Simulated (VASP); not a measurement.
# ScAl3 (Pm-3m) in VASP: settings compared

ScAl3 is run at these levels: BLYP, LDA, PBEsol, RPBE, revPBE; tasks: single point, relaxation of cell and atoms.

Everything below comes from runs of VASP 6.6.1. Logs are shortened: lines on timing, memory, paths and dates and some standing lists are left out, and cuts for length are marked.

### 1 The cell of the first run

Symmetry: Pm-3m, No. 221, cubic system. The conventional cell has a = 4.150 Å, b = 4.150 Å, c = 4.150 Å, α = 90.00°, β = 90.00°, γ = 90.00°. Sc (site symmetry m-3m) has 12 Al at 2.93 Å within 3.9 Å. Al (site symmetry 4/mmm) has 4 Sc at 2.93 Å and 8 Al at 2.93 Å within 3.9 Å.

### 2 Single point, BLYP

File INCAR:

```
SYSTEM = ScAl3
AGGAC    = 1.0          
AGGAX    = 1.0          
ALDAC    = 0.0          
ALDAX    = 1.0          
ALGO     = Normal         ! electronic algorithm
EDIFF    = 1E-7           ! SCF threshold, eV
ENCUT    = 520            ! plane-wave cutoff, eV
GGA      = B5             ! functional
ISIF     = 2              ! what is computed and relaxed
ISMEAR   = -1             ! smearing method
LASPH    = .TRUE.         ! aspherical terms in the spheres
LCHARG   = .FALSE.        ! write CHGCAR
LREAL    = .FALSE.        ! projectors in reciprocal space
LWAVE    = .FALSE.        ! write WAVECAR
NBANDS   = 18             ! bands
NELM     = 60             ! most SCF steps
PREC     = Accurate       ! precision mode
SIGMA    = 0.05           ! smearing width, eV
```

File KPOINTS:

```
k-points
0
G
  7 7 7
  0 0 0
```

File POSCAR:

```
ScAl3
1.0
    4.1496050390      0.0000000000      0.0000000000
    0.0000000000      4.1496050390      0.0000000000
    0.0000000000      0.0000000000      4.1496050390
Sc Al
1 3
Direct
    0.0000000000      0.0000000000      0.0000000000
    0.5000000000      0.5000000000      0.0000000000
    0.0000000000      0.5000000000      0.5000000000
    0.5000000000      0.0000000000      0.5000000000
```

Potentials or basis: VASP PAW PBE potentials, release 64 (Sc_sv, Al).

The run is started by

```
$ cat potpaw_PBE.64/Sc_sv/POTCAR potpaw_PBE.64/Al/POTCAR > POTCAR
$ mpirun -np 1 vasp_std > vasp.out
```

OUTCAR:

```text
SYSTEM = ScAl3
   EDIFF = 1E-7
   ENCUT = 520
   GGA = B5
   ISIF = 2
   ISMEAR = -1
   LASPH = .TRUE.
   LREAL = .FALSE.
   NELM = 60
   PREC = Accurate

 ion  position               nearest neighbor table
   1  0.000  0.000  0.000-   2 2.93   3 2.93   4 2.93   3 2.93   4 2.93   2 2.93   3 2.93   3 2.93
                             2 2.93   4 2.93   4 2.93   2 2.93
   2  0.500  0.500  0.000-   1 2.93   3 2.93   4 2.93   3 2.93   4 2.93   1 2.93   4 2.93   4 2.93
                             1 2.93   3 2.93   3 2.93   1 2.93
   3  0.000  0.500  0.500-   1 2.93   2 2.93   4 2.93   1 2.93   2 2.93   1 2.93   4 2.93   1 2.93
                             2 2.93   4 2.93   2 2.93   4 2.93
   4  0.500  0.000  0.500-   1 2.93   2 2.93   3 2.93   1 2.93   2 2.93   2 2.93   3 2.93   2 2.93
                             1 2.93   3 2.93   1 2.93   3 2.93

  LATTYP: Found a simple cubic cell.
 ALAT       =     4.1496050390

  Lattice vectors:

 A1 = (   4.1496050390,   0.0000000000,   0.0000000000)
 A2 = (   0.0000000000,   4.1496050390,   0.0000000000)
 A3 = (   0.0000000000,   0.0000000000,   4.1496050390)

Analysis of symmetry for initial positions (statically):
=====================================================================
 Subroutine PRICEL returns:
 Original cell was already a primitive cell.

 Routine SETGRP: Setting up the symmetry group for a
 simple cubic supercell.

 Subroutine GETGRP returns: Found 48 space group operations
 (whereof 48 operations were pure point group operations)
 out of a pool of 48 trial point group operations.

The static configuration has the point symmetry O_h .

Analysis of symmetry for dynamics (positions and initial velocities):
=====================================================================
 Subroutine PRICEL returns:
 Original cell was already a primitive cell.

 Routine SETGRP: Setting up the symmetry group for a
 simple cubic supercell.

 Subroutine GETGRP returns: Found 48 space group operations
 (whereof 48 operations were pure point group operations)
 out of a pool of 48 trial point group operations.

The dynamic configuration has the point symmetry O_h .

 Subroutine INISYM returns: Found 48 space group operations
 (whereof 48 operations are pure point group operations),
 and found     1 'primitive' translations

----------------------------------------------------------------------------------------

                                     Primitive cell

  volume of cell :      71.4530

  direct lattice vectors                    reciprocal lattice vectors
     4.149605039  0.000000000  0.000000000     0.240986790  0.000000000  0.000000000
     0.000000000  4.149605039  0.000000000     0.000000000  0.240986790  0.000000000
     0.000000000  0.000000000  4.149605039     0.000000000  0.000000000  0.240986790

  length of vectors
     4.149605039  4.149605039  4.149605039     0.240986790  0.240986790  0.240986790

  position of ions in fractional coordinates (direct lattice)
     0.000000000  0.000000000  0.000000000
     0.500000000  0.500000000  0.000000000
     0.000000000  0.500000000  0.500000000
     0.500000000  0.000000000  0.500000000

  ion indices of the primitive-cell ions
   primitive index   ion index
                 1           1
                 2           2
                 3           3
                 4           4

----------------------------------------------------------------------------------------

 KPOINTS: k-points

Automatic generation of k-mesh.
 Grid dimensions read from file:
 generate k-points for:    7    7    7

 Generating k-lattice:

  Cartesian coordinates                     Fractional coordinates (reciprocal lattice)
     0.034426684  0.000000000  0.000000000     0.142857143  0.000000000  0.000000000
     0.000000000  0.034426684  0.000000000     0.000000000  0.142857143  0.000000000
     0.000000000  0.000000000  0.034426684     0.000000000  0.000000000  0.142857143

  Length of vectors
     0.034426684  0.034426684  0.034426684

  Shift w.r.t. Gamma in fractional coordinates (k-lattice)
[... 46 lines left out ...]

  energy without entropy =      -15.28939854  energy(sigma->0) =      -15.29575453

 E-fermi :   7.2470     XC(G=0):  -9.7151

 val. band max:        7.1855043837   @ k =   0.4286   0.4286   0.1429
 cond. band min:       7.3135622971   @ k =   0.2857   0.2857   0.0000
 fundamental gap:      0.1280579134
 Fermi energy:         7.2469804558

 k-point     1 :       0.0000    0.0000    0.0000
  band No.  band energies     occupation
      1     -41.7452      2.00000
      2     -20.5681      2.00000
      3     -20.5681      2.00000
      4     -20.5681      2.00000
      5      -2.4278      2.00000
      6       4.7512      2.00000
[... 10 lines left out ...]
     17      12.3273      0.00000
     18      12.3273      0.00000

 k-point     2 :       0.1429    0.0000    0.0000
  band No.  band energies     occupation
      1     -41.7450      2.00000
      2     -20.5728      2.00000
      3     -20.5677      2.00000
      4     -20.5677      2.00000
      5      -2.2475      2.00000
      6       3.5189      2.00000
[... 10 lines left out ...]
     17      12.3790      0.00000
     18      12.3790      0.00000

 k-point     3 :       0.2857    0.0000    0.0000
  band No.  band energies     occupation
      1     -41.7446      2.00000
      2     -20.5835      2.00000
      3     -20.5668      2.00000
      4     -20.5668      2.00000
      5      -1.7183      2.00000
      6       1.9207      2.00000
[... 10 lines left out ...]
     17      11.7861      0.00000
     18      12.9035      0.00000

 k-point     4 :       0.4286    0.0000    0.0000
  band No.  band energies     occupation
      1     -41.7443      2.00000
      2     -20.5920      2.00000
      3     -20.5662      2.00000
      4     -20.5662      2.00000
      5      -0.9121      2.00000
      6       0.5429      2.00000
[... 291 lines left out ...]
      4     -20.5787      2.00000
      5       0.3147      2.00000
      6       1.7596      2.00000
[... 10 lines left out ...]
     17      12.0693      0.00000
     18      13.1321      0.00000

 k-point    19 :       0.4286    0.4286    0.2857
  band No.  band energies     occupation
      1     -41.7428      2.00000
      2     -20.5869      2.00000
      3     -20.5867      2.00000
      4     -20.5781      2.00000
      5       0.9943      2.00000
      6       2.2211      2.00000
[... 10 lines left out ...]
     17      11.2495      0.00000
     18      14.1456      0.00000

 k-point    20 :       0.4286    0.4286    0.4286
  band No.  band energies     occupation
      1     -41.7425      2.00000
      2     -20.5858      2.00000
      3     -20.5856      2.00000
      4     -20.5856      2.00000
      5       1.6866      2.00000
      6       2.5561      2.00000
[... 10 lines left out ...]
     17      11.0387      0.00000
     18      16.2502      0.00000

------------------------ aborting loop because EDIFF is reached ----------------------------------------

  FORCE on cell =-STRESS in cart. coord.  units (eV):
  Direction    XX          YY          ZZ          XY          YZ          ZX
  --------------------------------------------------------------------------------------
  -------------------------------------------------------------------------------------
  Total        0.0616859      0.0616859      0.0616859      0.0000000     -0.0000000     -0.0000000
  in kB        1.3831715      1.3831715      1.3831715      0.0000000     -0.0000000     -0.0000000
  external PRESSURE =       1.3831715 kB  Pullay stress =       0.0000000 kB

 VOLUME and BASIS-vectors are now :
 -----------------------------------------------------------------------------
  energy-cutoff  :      520.00
  volume of cell :       71.45
      direct lattice vectors                 reciprocal lattice vectors
     4.149605039  0.000000000  0.000000000     0.240986790  0.000000000  0.000000000
     0.000000000  4.149605039  0.000000000     0.000000000  0.240986790  0.000000000
     0.000000000  0.000000000  4.149605039     0.000000000  0.000000000  0.240986790

 POSITION                                       TOTAL-FORCE (eV/Angst)
 -----------------------------------------------------------------------------------
      0.00000      0.00000      0.00000         0.000000      0.000000      0.000000
      2.07480      2.07480      0.00000         0.000000      0.000000      0.000000
      0.00000      2.07480      2.07480         0.000000      0.000000      0.000000
      2.07480      0.00000      2.07480         0.000000      0.000000      0.000000
 -----------------------------------------------------------------------------------
    total drift:                               -0.000000      0.000000      0.000000

  FREE ENERGIE OF THE ION-ELECTRON SYSTEM (eV)
  ---------------------------------------------------
  free  energy   TOTEN  =       -15.3021105299 eV

  energy  without entropy=      -15.2893985372  energy(sigma->0) =      -15.29575453
```

It took 53 s on 1 thread of Intel Xeon 8259CL, shared host; peak memory 0.18 GiB.

Results:

* Free energy: -15.3021 eV
* Pressure: 0.1 GPa
* Band gap on the k mesh: zero (bands 10 and 11 overlap by 3.19 eV)

Caveat: the PAW data sets were made with another functional, which shifts forces and pressure a little.

### 3 Relaxation of cell and atoms, LDA

This run uses another cell than the first one, of 17.08 Å³/atom.

File INCAR:

```
PREC = Accurate ; ENCUT = 600
EDIFF = 1E-7 ; ISMEAR = -1
SIGMA = 0.05 ; LREAL = False
LASPH = True ; NELM = 80
ALGO = Normal ; ISIF = 3
LWAVE = False ; LCHARG = False
IBRION = 2 ; NSW = 60
EDIFFG = -0.01
```

File KPOINTS:

```
regular mesh
0
Gamma
  7 7 7
```

File POSCAR:

```
ScAl3
1.0
    4.0878065700      0.0000000000      0.0000000000
    0.0000000000      4.0878065700      0.0000000000
    0.0000000000      0.0000000000      4.0878065700
Sc Al
1 3
Direct
    0.0000000000      0.0000000000      0.0000000000
    0.5000000000      0.5000000000      0.0000000000
    0.0000000000      0.5000000000      0.5000000000
    0.5000000000      0.0000000000      0.5000000000
```

Potentials or basis: VASP PAW LDA potentials, release 64 (Sc_sv, Al).

The run is started by

```
$ cat potpaw_LDA.64/Sc_sv/POTCAR potpaw_LDA.64/Al/POTCAR > POTCAR
$ mpirun -np 1 vasp_std > vasp.out
```

It took 72 s on 1 thread of Intel Xeon 8259CL, shared host; peak memory 0.19 GiB.

The run converged. Its results:

* Free energy: -21.2970 eV
* Relaxed volume: 16.41 Å³/atom
* Relaxed cell: a = 4.034 Å, b = 4.034 Å, c = 4.034 Å, α = 90.00°, β = 90.00°, γ = 90.00°
* Space group after relaxing (to 0.1 Å): Pm-3m (No. 221)
* Energy gained by relaxing: 7.7 meV/atom
* Ionic steps: 3
* Pressure after relaxing: 0.0 GPa
* Band gap on the k mesh: zero (bands 10 and 11 overlap by 3.72 eV)

Step by step:
| step | energy change (eV) | largest force (eV/Å) | pressure (GPa) | volume (Å³) |
| --- | --- | --- | --- | --- |
| 1 | 0.0000 | 0.0000 | -3.57 | 68.31 |
| 2 | -0.0256 | 0.0000 | 1.60 | 64.61 |
| 3 | -0.0307 | 0.0000 | 0.00 | 65.65 |

Final structure:
```
Sc Al
1.0
     4.03398    0.00000    0.00000
     0.00000    4.03398    0.00000
     0.00000    0.00000    4.03398
Sc Al
1 3
Direct
  0.00000 0.00000 0.00000
  0.50000 0.50000 0.00000
  0.00000 0.50000 0.50000
  0.50000 0.00000 0.50000
```

Levels at points of the mesh, in eV from the Fermi level:
| k point | band 8 | band 9 | band 10 | band 11 | band 12 | band 13 |
| --- | --- | --- | --- | --- | --- | --- |
| (0.00, 0.00, 0.00) | -1.68 | -1.68 | -1.68 | 1.39 | 1.39 | 1.39 |

### 4 Relaxation of cell and atoms, PBEsol

This run uses another cell than the first one, of 17.08 Å³/atom.

File INCAR:

```
SYSTEM = ScAl3
PREC = Accurate
ENCUT = 600
EDIFF = 1E-7
ISMEAR = -1
SIGMA = 0.05
LREAL = .False.
LASPH = .True.
NELM = 60
ALGO = Normal
ISIF = 3
LWAVE = .False.
LCHARG = .False.
GGA = PS
IBRION = 2
NSW = 60
EDIFFG = -0.01
```

File KPOINTS:

```
Automatic mesh
0
Gamma
  7 7 7
  0 0 0
```

POSCAR is that of step 3.

Potentials or basis: VASP PAW PBE potentials, release 64 (Sc_sv, Al).

The run is started by

```
$ cat potpaw_PBE.64/Sc_sv/POTCAR potpaw_PBE.64/Al/POTCAR > POTCAR
$ mpirun -np 1 vasp_std > vasp.out
```

Wall time 76 s (1 thread of Intel Xeon 8259CL, shared host); peak memory 0.22 GiB.

The run converged. Its results:

```
Free energy                           : -20.7720 eV
Relaxed volume                        : 16.89 Å³/atom
Relaxed cell                          : a = 4.073 Å, b = 4.073 Å, c = 4.073 Å, α = 90.00°, β = 90.00°, γ = 90.00°
Space group after relaxing (to 0.1 Å) : Pm-3m (No. 221)
Energy gained by relaxing             : 0.6 meV/atom
Ionic steps                           : 3
Pressure after relaxing               : 0.0 GPa
Band gap on the k mesh                : zero (bands 10 and 11 overlap by 3.68 eV)
```

The path:
```tsv
step	energy change (eV)	largest force (eV/Å)	pressure (GPa)	volume (Å³)
1	0.0000	0.0000	-0.98	68.31
2	-0.0019	0.0000	0.40	67.28
3	-0.0023	0.0000	0.00	67.57
```

Final structure:
```yaml
crystal:
  lattice:
    - [4.07304, 0.00000, 0.00000]
    - [0.00000, 4.07304, 0.00000]
    - [0.00000, 0.00000, 4.07304]
  atoms:
    - { symbol: Sc, position: [0.00000, 0.00000, 0.00000] }
    - { symbol: Al, position: [0.50000, 0.50000, 0.00000] }
    - { symbol: Al, position: [0.00000, 0.50000, 0.50000] }
    - { symbol: Al, position: [0.50000, 0.00000, 0.50000] }
```

Levels at points of the mesh, in eV from the Fermi level:
```csv
k point,band 8,band 9,band 10,band 11,band 12,band 13
"(0.00, 0.00, 0.00)",-1.71,-1.71,-1.71,1.33,1.39,1.39
```

Caveat: the PAW data sets were made with another functional, which shifts forces and pressure a little.

### 5 Relaxation of cell and atoms, RPBE

This run uses another cell than the first one, of 17.08 Å³/atom.

File INCAR:

```
ALGO = Normal
EDIFF = 1E-6
EDIFFG = -0.01
ENCUT = 600
GGA = RP
IBRION = 2
ISIF = 3
ISMEAR = -1
LASPH = True
LCHARG = False
LREAL = False
LWAVE = False
NELM = 80
NSW = 60
PREC = Accurate
SIGMA = 0.05
```

File KPOINTS:

```
k-points
0
Gamma
  7 7 7
```

POSCAR is that of step 4.

The run is started by

```
$ cat potpaw_PBE.64/Sc_sv/POTCAR potpaw_PBE.64/Al/POTCAR > POTCAR
$ mpirun -np 1 vasp_std > vasp.out
```

Run time: 80 s. Hardware: 1 thread of Intel Xeon 8259CL, shared host; peak memory 0.22 GiB.

Results (log left out):

```yaml
Free_energy: -18.2098 eV
Relaxed_volume: 17.69 Å³/atom
Relaxed_cell: a = 4.136 Å, b = 4.136 Å, c = 4.136 Å, α = 90.00°, β = 90.00°, γ = 90.00°
Space_group_after_relaxing_to_0.1_Å: Pm-3m (No. 221)
Energy_gained_by_relaxing: 5.9 meV/atom
Ionic_steps: 3
Pressure_after_relaxing: 0.0 GPa
Band_gap_on_the_k_mesh: zero (bands 10 and 11 overlap by 3.56 eV)
```

The path:
```tsv
step	energy change (eV)	largest force (eV/Å)	pressure (GPa)	volume (Å³)
1	0.0000	0.0000	3.17	68.31
2	-0.0204	0.0000	-1.07	71.71
3	-0.0236	0.0000	0.00	70.76
```

Final structure:
```yaml
crystal:
  lattice:
    - [4.13616, 0.00000, 0.00000]
    - [0.00000, 4.13616, 0.00000]
    - [0.00000, 0.00000, 4.13616]
  atoms:
    - { symbol: Sc, position: [0.00000, 0.00000, 0.00000] }
    - { symbol: Al, position: [0.50000, 0.50000, 0.00000] }
    - { symbol: Al, position: [0.00000, 0.50000, 0.50000] }
    - { symbol: Al, position: [0.50000, 0.00000, 0.50000] }
```

Levels at points of the mesh, in eV from the Fermi level:
```csv
k point,band 8,band 9,band 10,band 11,band 12,band 13
"(0.00, 0.00, 0.00)",-1.73,-1.73,-1.73,1.34,1.37,1.37
```

Caveat: the PAW data sets were made with another functional, which shifts forces and pressure a little.

### 6 Relaxation of cell and atoms, revPBE

This run uses another cell than the first one, of 17.08 Å³/atom.

File INCAR:

```
PREC = Accurate
ENCUT = 600
EDIFF = 1E-6
ISMEAR = -1
SIGMA = 0.05
LREAL = False
LASPH = True
NELM = 60
ALGO = Fast
ISIF = 3
LWAVE = False
LCHARG = False
GGA = RE
IBRION = 2
NSW = 60
EDIFFG = -0.01
```

File KPOINTS:

```
Automatic mesh
0
Gamma
  7 7 7
```

POSCAR is that of step 5.

Potentials or basis: VASP PAW PBE potentials, release 64 (Sc_sv, Al).

The run is started by

```
$ cat potpaw_PBE.64/Sc_sv/POTCAR potpaw_PBE.64/Al/POTCAR > POTCAR
$ mpirun -np 1 vasp_std > vasp.out
```

Wall time 1.8 min (1 thread of Intel Xeon 8259CL, shared host); peak memory 0.23 GiB.

It converged, with:

* Free energy: -18.4241 eV
* Relaxed volume: 17.60 Å³/atom
* Relaxed cell: a = 4.129 Å, b = 4.129 Å, c = 4.129 Å, α = 90.00°, β = 90.00°, γ = 90.00°
* Space group after relaxing (to 0.1 Å): Pm-3m (No. 221)
* Energy gained by relaxing: 4.2 meV/atom
* Ionic steps: 3
* Pressure after relaxing: -0.1 GPa
* Band gap on the k mesh: zero (bands 10 and 11 overlap by 3.58 eV)

The path:
```
step  energy change (eV)  largest force (eV/Å)  pressure (GPa)  volume (Å³)
   1              0.0000                0.0000            2.65        68.31
   2             -0.0147                0.0000           -0.81        71.14
   3             -0.0168                0.0000           -0.06        70.39
```

Final structure:
```
CELL_PARAMETERS angstrom
4.12892 0.00000 0.00000
0.00000 4.12892 0.00000
0.00000 0.00000 4.12892
ATOMIC_POSITIONS crystal
Sc 0.00000 0.00000 0.00000
Al 0.50000 0.50000 0.00000
Al 0.00000 0.50000 0.50000
Al 0.50000 0.00000 0.50000
```

Levels at points of the mesh, in eV from the Fermi level:
```tsv
k point	band 6	band 7	band 8	band 9	band 10	band 11	band 12	band 13	band 14
(0.00, 0.00, 0.00)	-2.49	-2.49	-1.73	-1.73	-1.73	1.34	1.37	1.37	1.37
```

Caveat: the PAW data sets were made with another functional, which shifts forces and pressure a little.

### 7 The runs side by side

```csv
task,level,potentials or basis,cell,cutoff (eV),gap on the mesh (eV),pressure (GPa),relaxed volume (Å³/atom)
single point,BLYP,"VASP PAW PBE potentials, release 64 (Sc_sv, Al)","a = 4.150 Å, 4 atoms",520,none,0.1,-
relaxation of cell and atoms,LDA,"VASP PAW LDA potentials, release 64 (Sc_sv, Al)","relaxed from a = 4.088 Å, 4 atoms",600,none,0.0,16.41
relaxation of cell and atoms,PBEsol,"VASP PAW PBE potentials, release 64 (Sc_sv, Al)","relaxed from a = 4.088 Å, 4 atoms",600,none,0.0,16.89
relaxation of cell and atoms,RPBE,"VASP PAW PBE potentials, release 64 (Sc_sv, Al)","relaxed from a = 4.088 Å, 4 atoms",600,none,0.0,17.69
relaxation of cell and atoms,revPBE,"VASP PAW PBE potentials, release 64 (Sc_sv, Al)","relaxed from a = 4.088 Å, 4 atoms",600,none,-0.1,17.60
```

Alike in all rows: no spin polarisation; k mesh 7 × 7 × 7; smearing fermi-dirac 0.05 eV.

Caveats: the PAW data sets were made with another functional, which shifts forces and pressure a little (at least some runs).

Total energies depend on the potentials used, so only differences within one code and one set of settings carry meaning.
